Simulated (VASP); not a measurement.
# TePd (zincblende type) (F-43m) in VASP: a series of runs

The runs below take TePd (zincblende type) through single point, with LDA.

Everything below comes from runs of VASP 6.6.1. Logs are shortened: lines on timing, memory, paths and dates and some standing lists are left out, and cuts for length are marked.

### 1 The cell of the first run

The structure is cubic, space group F-43m (No. 216). Conventional cell: a = 4.679 Å, b = 4.679 Å, c = 4.679 Å, α = 90.00°, β = 90.00°, γ = 90.00°. Within 2.7 Å of Pd (site symmetry -43m) lie 4 Te at 2.03 Å. Te (site symmetry -43m) has 4 Pd at 2.03 Å within 2.7 Å.

### 2 Single point, LDA (volume scaled by 0.5)

File INCAR:

```
SYSTEM = TePd
PREC     = Accurate       ! precision mode
ENCUT    = 520            ! plane-wave cutoff, eV
EDIFF    = 1E-6           ! SCF threshold, eV
ISMEAR   = -1             ! smearing method
SIGMA    = 0.1            ! smearing width, eV
LREAL    = .FALSE.        ! projectors in reciprocal space
LASPH    = .TRUE.         ! aspherical terms in the spheres
NELM     = 100            ! most SCF steps
ALGO     = Normal         ! electronic algorithm
ISIF     = 2              ! what is computed and relaxed
LWAVE    = .FALSE.        ! write WAVECAR
LCHARG   = .FALSE.        ! write CHGCAR
NBANDS   = 15             ! bands
```

File KPOINTS:

```
regular mesh
0
G
  12 12 12
  0 0 0
```

File POSCAR:

```
TePd
1.0
    0.0000000000      2.3395074148      2.3395074148
    2.3395074148      0.0000000000      2.3395074148
    2.3395074148      2.3395074148      0.0000000000
Pd Te
1 1
Direct
    0.0000000000      0.0000000000      0.0000000000
    0.2500000000      0.2500000000      0.2500000000
```

Potentials or basis: VASP PAW LDA potentials, release 64 (Pd, Te).

The run is started by

```
> cat potpaw_LDA.64/Pd/POTCAR potpaw_LDA.64/Te/POTCAR > POTCAR
> mpirun -np 1 vasp_std > vasp.out
```

OUTCAR:

```text
SYSTEM = TePd
   PREC = Accurate
   ENCUT = 520
   EDIFF = 1E-6
   ISMEAR = -1
   LREAL = .FALSE.
   LASPH = .TRUE.
   NELM = 100
   ISIF = 2

 ion  position               nearest neighbor table
   1  0.000  0.000  0.000-   2 2.03   2 2.03   2 2.03   2 2.03
   2  0.250  0.250  0.250-   1 2.03   1 2.03   1 2.03   1 2.03

  LATTYP: Found a face centered cubic cell.
 ALAT       =     4.6790148296

  Lattice vectors:

 A1 = (   0.0000000000,   2.3395074148,   2.3395074148)
 A2 = (   2.3395074148,   0.0000000000,   2.3395074148)
 A3 = (   2.3395074148,   2.3395074148,   0.0000000000)

Analysis of symmetry for initial positions (statically):
=====================================================================
 Subroutine PRICEL returns:
 Original cell was already a primitive cell.

 Routine SETGRP: Setting up the symmetry group for a
 face centered cubic supercell.

 Subroutine GETGRP returns: Found 24 space group operations
 (whereof 24 operations were pure point group operations)
 out of a pool of 48 trial point group operations.

The static configuration has the point symmetry T_d .

Analysis of symmetry for dynamics (positions and initial velocities):
=====================================================================
 Subroutine PRICEL returns:
 Original cell was already a primitive cell.

 Routine SETGRP: Setting up the symmetry group for a
 face centered cubic supercell.

 Subroutine GETGRP returns: Found 24 space group operations
 (whereof 24 operations were pure point group operations)
 out of a pool of 48 trial point group operations.

The dynamic configuration has the point symmetry T_d .

 Subroutine INISYM returns: Found 24 space group operations
 (whereof 24 operations are pure point group operations),
 and found     1 'primitive' translations

----------------------------------------------------------------------------------------

                                     Primitive cell

  volume of cell :      25.6096

  direct lattice vectors                    reciprocal lattice vectors
     0.000000000  2.339507415  2.339507415    -0.213720203  0.213720203  0.213720203
     2.339507415  0.000000000  2.339507415     0.213720203 -0.213720203  0.213720203
     2.339507415  2.339507415  0.000000000     0.213720203  0.213720203 -0.213720203

  length of vectors
     3.308563115  3.308563115  3.308563115     0.370174250  0.370174250  0.370174250

  position of ions in fractional coordinates (direct lattice)
     0.000000000  0.000000000  0.000000000
     0.250000000  0.250000000  0.250000000

  ion indices of the primitive-cell ions
   primitive index   ion index
                 1           1
                 2           2

----------------------------------------------------------------------------------------

 KPOINTS: regular mesh

Automatic generation of k-mesh.
 Grid dimensions read from file:
 generate k-points for:   12   12   12

 Generating k-lattice:

  Cartesian coordinates                     Fractional coordinates (reciprocal lattice)
    -0.017810017  0.017810017  0.017810017     0.083333333  0.000000000  0.000000000
     0.017810017 -0.017810017  0.017810017     0.000000000  0.083333333  0.000000000
     0.017810017  0.017810017 -0.017810017     0.000000000  0.000000000  0.083333333

  Length of vectors
     0.030847854  0.030847854  0.030847854

  Shift w.r.t. Gamma in fractional coordinates (k-lattice)
     0.000000000  0.000000000  0.000000000

 Subroutine IBZKPT returns following result:
 ===========================================

 Found     72 irreducible k-points:

 Following reciprocal coordinates:
            Coordinates               Weight
  0.000000  0.000000  0.000000      1.000000
  0.083333  0.000000  0.000000      8.000000
  0.166667  0.000000  0.000000      8.000000
  0.250000  0.000000  0.000000      8.000000
  0.333333  0.000000  0.000000      8.000000
  0.416667  0.000000  0.000000      8.000000
[... 16 lines left out ...]
  0.500000  0.166667  0.000000     24.000000
 -0.416667  0.166667  0.000000     24.000000
 [... further k-points ...]
   k-points           NKPTS =     72   k-points in BZ     NKDIM =     72   number of bands    NBANDS=     15
   number of dos      NEDOS =    301   number of ions     NIONS =      2
   total plane-waves  NPLWV =  21952
   dimension x,y,z NGX =    28 NGY =   28 NGZ =   28
   dimension x,y,z NGXF=    56 NGYF=   56 NGZF=   56
   ions per type =               1   1
   NGX,Y,Z   is equivalent  to a cutoff of  14.07, 14.07, 14.07 a.u.
   NGXF,Y,Z  is equivalent  to a cutoff of  28.14, 28.14, 28.14 a.u.
 SYSTEM =  TePd
   PREC   = accura    normal or accurate (medium, high low for compatibility)
   ISTART =      0    job   : 0-new  1-cont  2-samecut
   ICHARG =      2    charge: 1-file 2-atom 10-const
   ISPIN  =      1    spin polarized calculation?
   LNONCOLLINEAR =      F non collinear calculations
   LSORBIT =      F    spin-orbit coupling
   LASPH  =      T    aspherical Exc in radial PAW
   ENCUT  =  520.0 eV  38.22 Ry    6.18 a.u.   6.15  6.15  6.15*2*pi/ulx,y,z
   NELM   =    100;   NELMIN=  2; NELMDL= -5     # of ELM steps
   EDIFF  = 0.1E-05   stopping-criterion for ELM
   LREAL  =      F    real-space projection
   EDIFFG = 0.1E-04   stopping-criterion for IOM
   NSW    =      0    number of steps for IOM
   IBRION =     -1    ionic relax: 0-MD 1-quasi-New 2-CG
   NFREE  =      0    steps in history (QN), initial steepest desc. (CG)
   ISIF   =      2    stress and relaxation
   ISYM   =      2    0-nonsym 1-usesym 2-fastsym
   POTIM  = 0.5000    time-step for ionic-motion
   TEBEG  =    0.0;   TEEND  =   0.0 temperature during run
   PSTRESS=    0.0 pullay stress
   NELECT =      16.0000    total number of electrons
   NUPDOWN=      -1.0000    fix difference up-down
   EMIN   =  10.00;   EMAX   =-10.00  energy-range for DOS
   EFERMI =   0.00;   METHOD = LEGACY
   ISMEAR =    -1;   SIGMA  =   0.10  broadening in eV -4-tet -1-fermi 0-gaus
   EFERMI_NEDOS =   21; number of points for ismear=-14 and -15
   IALGO  =     38    algorithm
   IMIX   =      4    mixing-type and parameters
     AMIX     =   0.40;   BMIX     =  1.00
     AMIX_MAG =   1.60;   BMIX_MAG =  1.00
  volume/ion in A,a.u.               =      12.80        86.41
  Fermi-wavevector in a.u.,A,eV,Ry     =   1.399524  2.644717 26.649294  1.958668
  Thomas-Fermi vector in A             =   2.522575
   LORBIT       =      0    0 simple, 1 ext, 2 COOP (PROOUT), +10 PAW based schemes
   GGA     = CA    functional components
   LHFCALC =     F    Hartree Fock is set to
   AEXX    =    0.0000 exact exchange contribution
   IVDW    =     0    specifies the selected vdW correction
   LEPSILON=     F    determine dielectric tensor
   LRPA    =     F    only Hartree local field effects (RPA)
 non-spin polarized calculation
  energy-cutoff  :      520.00
  volume of cell :       25.61
 maximum number of plane-waves:       701
 NGX is ok and might be reduce to    28
   NGX = 13   NGY = 13   NGZ = 13

 number of electron      16.0000001 magnetization

 Free energy of the ion-electron system (eV)
  ---------------------------------------------------
  ext. energy  EPLUGINS =         0.00000000
  ---------------------------------------------------
  free energy    TOTEN  =         3.03552681 eV

  energy without entropy =        3.05732628  energy(sigma->0) =        3.04642655

 E-fermi :  19.3659     XC(G=0): -13.8559

 val. band max:       19.3283688107   @ k =   0.3333   0.2500   0.0833
 cond. band min:      19.4319949097   @ k =   0.5000   0.1667   0.0833
 fundamental gap:      0.1036260990
 Fermi energy:        19.3658833119

 k-point     1 :       0.0000    0.0000    0.0000
  band No.  band energies     occupation
      1       0.6218      2.00000
      2       8.8052      2.00000
      3       8.8052      2.00000
      4       8.8052      2.00000
      5      11.8099      2.00000
      6      11.8099      2.00000
      7      24.3860      0.00000
      8      24.7554      0.00000
      9      24.7554      0.00000
     10      24.7554      0.00000
     11      27.4096      0.00000
     12      27.4096      0.00000
     13      27.4096      0.00000
     14      29.6128      0.00000
     15      31.2598      0.00000

 k-point     2 :       0.0833    0.0000    0.0000
  band No.  band energies     occupation
      1       0.7637      2.00000
      2       8.7224      2.00000
      3       8.8627      2.00000
      4       8.8627      2.00000
      5      11.7708      2.00000
      6      11.7708      2.00000
      7      23.2661      0.00000
      8      24.6198      0.00000
      9      24.6198      0.00000
     10      24.9072      0.00000
     11      26.9953      0.00000
     12      27.3633      0.00000
     13      27.3633      0.00000
     14      30.3805      0.00000
     15      31.1991      0.00000

 k-point     3 :       0.1667    0.0000    0.0000
  band No.  band energies     occupation
      1       1.1695      2.00000
      2       8.5275      2.00000
      3       9.0100      2.00000
      4       9.0100      2.00000
      5      11.6906      2.00000
      6      11.6906      2.00000
      7      20.9526      0.00000
      8      24.0951      0.00000
      9      24.0951      0.00000
     10      24.8955      0.00000
     11      26.9609      0.00000
     12      27.3925      0.00000
     13      27.3925      0.00000
     14      31.2322      0.00000
     15      31.2322      0.00000

 k-point     4 :       0.2500    0.0000    0.0000
  band No.  band energies     occupation
      1       1.7707      2.00000
      2       8.3534      2.00000
      3       9.1770      2.00000
      4       9.1770      2.00000
      5      11.6594      2.00000
      6      11.6594      2.00000
      7      18.4360      1.99982
      8      23.1903      0.00000
      9      23.1903      0.00000
     10      24.2486      0.00000
     11      27.6165      0.00000
     12      27.6165      0.00000
     13      28.1118      0.00000
     14      31.5880      0.00000
     15      31.5880      0.00000
[... 307 lines left out ...]
 k-point    22 :       0.4167    0.1667    0.0000
  band No.  band energies     occupation
      1       2.9875      2.00000
      2       8.1419      2.00000
      3       9.4749      2.00000
      4       9.6721      2.00000
      5      11.7453      2.00000
      6      11.9485      2.00000
      7      15.3023      2.00000
      8      19.7188      0.05701
      9      20.4359      0.00005
     10      24.0220      0.00000
     11      28.2465      0.00000
     12      29.2256      0.00000
     13      29.6817      0.00000
     14      32.2801      0.00000
     15      34.7266      0.00000

 k-point    23 :       0.5000    0.1667    0.0000
  band No.  band energies     occupation
      1       3.3642      2.00000
      2       8.4200      2.00000
      3       9.5100      2.00000
      4       9.6695      2.00000
      5      11.9603      2.00000
      6      12.1918      2.00000
      7      13.6730      2.00000
      8      19.4428      0.63313
      9      19.7557      0.03975
     10      23.7817      0.00000
     11      28.8496      0.00000
     12      29.0835      0.00000
     13      31.0202      0.00000
     14      32.6022      0.00000
     15      34.5255      0.00000

 k-point    24 :      -0.4167    0.1667    0.0000
  band No.  band energies     occupation
      1       3.4139      2.00000
      2       8.6375      2.00000
      3       9.3903      2.00000
      4       9.6302      2.00000
      5      11.8169      2.00000
      6      12.2953      2.00000
      7      13.5687      2.00000
      8      18.7847      1.99403
      9      20.3576      0.00010
     10      23.7383      0.00000
     11      28.8855      0.00000
     12      28.9376      0.00000
     13      31.8150      0.00000
     14      33.2820      0.00000
     15      33.3173      0.00000

 [... further k-points ...]
[... 5 lines left out ...]
  --------------------------------------------------------------------------------------
  -------------------------------------------------------------------------------------
  Total       52.0038165     52.0038165     52.0038165      0.0000000      0.0000000      0.0000000
  in kB     3253.4379311   3253.4379311   3253.4379311      0.0000000      0.0000000      0.0000000
  external PRESSURE =    3253.4379311 kB  Pullay stress =       0.0000000 kB

 VOLUME and BASIS-vectors are now :
 -----------------------------------------------------------------------------
  energy-cutoff  :      520.00
  volume of cell :       25.61
      direct lattice vectors                 reciprocal lattice vectors
     0.000000000  2.339507415  2.339507415    -0.213720203  0.213720203  0.213720203
     2.339507415  0.000000000  2.339507415     0.213720203 -0.213720203  0.213720203
     2.339507415  2.339507415  0.000000000     0.213720203  0.213720203 -0.213720203

 POSITION                                       TOTAL-FORCE (eV/Angst)
 -----------------------------------------------------------------------------------
      0.00000      0.00000      0.00000        -0.000000     -0.000000     -0.000000
      1.16975      1.16975      1.16975         0.000000      0.000000      0.000000
 -----------------------------------------------------------------------------------
    total drift:                               -0.000000     -0.000000      0.000000

  FREE ENERGIE OF THE ION-ELECTRON SYSTEM (eV)
  ---------------------------------------------------
  free  energy   TOTEN  =         3.0355268136 eV

  energy  without entropy=        3.0573262764  energy(sigma->0) =        3.04642655
```

Run time: 97 s. Hardware: 1 thread of AMD EPYC 7R13, shared host; peak memory 0.13 GiB.

Results:

```
Free energy            : 3.0355 eV
Pressure               : 325.3 GPa
Band gap on the k mesh : zero (band 8 reaches 24.76 eV, above the bottom of band 9 at 15.74 eV)
```

Levels at points of the mesh, in eV from the Fermi level:
```
           k point  band 6  band 7  band 8  band 9  band 10  band 11
(0.00, 0.00, 0.00)   -7.56    5.02    5.39    5.39     5.39     8.04
(0.50, 0.00, 0.00)   -7.39   -5.87    1.81    1.81     3.75     8.74
(0.50, 0.50, 0.00)   -7.48   -4.14   -3.63   -3.63     4.97     5.82
```

Caveat: spin-orbit coupling is left out, which moves the levels of the heavy elements.

### 3 Single point, LDA (volume scaled by 0.6)

File INCAR:

```
SYSTEM = TePd
ALGO     = Normal         ! electronic algorithm
EDIFF    = 1E-6           ! SCF threshold, eV
ENCUT    = 520            ! plane-wave cutoff, eV
ISIF     = 2              ! what is computed and relaxed
ISMEAR   = -1             ! smearing method
LASPH    = .TRUE.         ! aspherical terms in the spheres
LCHARG   = .FALSE.        ! write CHGCAR
LREAL    = .FALSE.        ! projectors in reciprocal space
LWAVE    = .FALSE.        ! write WAVECAR
NBANDS   = 15             ! bands
NELM     = 100            ! most SCF steps
PREC     = Accurate       ! precision mode
SIGMA    = 0.1            ! smearing width, eV
```

File KPOINTS:

```
k-points
0
G
  12 12 12
  0 0 0
```

File POSCAR:

```
TePd
1.0
    0.0000000000      2.4860976020      2.4860976020
    2.4860976020      0.0000000000      2.4860976020
    2.4860976020      2.4860976020      0.0000000000
Pd Te
1 1
Direct
    0.0000000000      0.0000000000      0.0000000000
    0.2500000000      0.2500000000      0.2500000000
```

Potentials or basis: VASP PAW LDA potentials, release 64 (Pd, Te).

The run is started by

```
> cat potpaw_LDA.64/Pd/POTCAR potpaw_LDA.64/Te/POTCAR > POTCAR
> mpirun -np 1 vasp_std > vasp.out
```

Run time: 85 s. Hardware: 1 thread of AMD EPYC 7R13, shared host; peak memory 0.14 GiB.

It converged, with:

```
Free energy            : -4.3579 eV
Pressure               : 157.8 GPa
Band gap on the k mesh : zero (band 8 reaches 19.84 eV, above the bottom of band 9 at 12.14 eV)
```

Levels at points of the mesh, in eV from the Fermi level:
```tsv
k point	band 5	band 6	band 7	band 8	band 9	band 10	band 11	band 12
(0.00, 0.00, 0.00)	-5.94	-5.94	4.77	4.90	4.90	4.90	7.08	7.08
(0.50, 0.00, 0.00)	-5.80	-5.80	-4.85	1.52	1.52	4.39	8.20	8.20
(0.50, 0.50, 0.00)	-6.00	-5.73	-3.62	-2.80	-2.80	4.99	5.18	12.72
```

Caveat: spin-orbit coupling is left out, which moves the levels of the heavy elements.

### 4 Single point, LDA (volume scaled by 0.7)

File INCAR:

```
SYSTEM = TePd
PREC     = Accurate       ! precision mode
ENCUT    = 520            ! plane-wave cutoff, eV
EDIFF    = 1E-6           ! SCF threshold, eV
ISMEAR   = -1             ! smearing method
SIGMA    = 0.1            ! smearing width, eV
LREAL    = .FALSE.        ! projectors in reciprocal space
LASPH    = .TRUE.         ! aspherical terms in the spheres
NELM     = 100            ! most SCF steps
ALGO     = Normal         ! electronic algorithm
ISIF     = 2              ! what is computed and relaxed
LWAVE    = .FALSE.        ! write WAVECAR
LCHARG   = .FALSE.        ! write CHGCAR
GGA      = CA             ! functional
NBANDS   = 15             ! bands
```

File KPOINTS:

```
regular mesh
0
G
  12 12 12
  0 0 0
```

File POSCAR:

```
TePd
1.0
    0.0000000000      2.6171810748      2.6171810748
    2.6171810748      0.0000000000      2.6171810748
    2.6171810748      2.6171810748      0.0000000000
Pd Te
1 1
Direct
    0.0000000000      0.0000000000      0.0000000000
    0.2500000000      0.2500000000      0.2500000000
```

The run is started by

```
> cat potpaw_LDA.64/Pd/POTCAR potpaw_LDA.64/Te/POTCAR > POTCAR
> mpirun -np 1 vasp_std > vasp.out
```

Wall time 86 s (1 thread of AMD EPYC 7R13, shared host); peak memory 0.14 GiB.

It converged, with:

| Property | Result |
| --- | --- |
| Free energy | -7.9553 eV |
| Pressure | 76.4 GPa |
| Band gap on the k mesh | zero (band 8 reaches 15.94 eV, above the bottom of band 9 at 9.59 eV) |

Levels at points of the mesh, in eV from the Fermi level:
```
           k point  band 6  band 7  band 8  band 9  band 10  band 11
(0.00, 0.00, 0.00)   -4.82    4.12    4.12    4.12     4.34     6.65
(0.50, 0.00, 0.00)   -4.71   -4.07    1.29    1.29     4.51     7.75
(0.50, 0.50, 0.00)   -4.59   -3.18   -2.23   -2.23     4.70     4.93
```

Caveat: spin-orbit coupling is left out, which moves the levels of the heavy elements.

### 5 Overview

| cell | gap on the mesh (eV) | pressure (GPa) |
| --- | --- | --- |
| a = 3.309 Å, angles 60.0°, 2 atoms | none | 325.3 |
| a = 3.516 Å, angles 60.0°, 2 atoms | none | 157.8 |
| a = 3.701 Å, angles 60.0°, 2 atoms | none | 76.4 |

Alike in all rows: task single point; level LDA; potentials or basis VASP PAW LDA potentials, release 64 (Pd, Te); no spin polarisation; k mesh 12 × 12 × 12; cutoff (eV) 520; smearing fermi-dirac 0.1 eV.

Caveats: spin-orbit coupling is left out, which moves the levels of the heavy elements.

Total energies depend on the potentials used, so only differences within one code and one set of settings carry meaning.
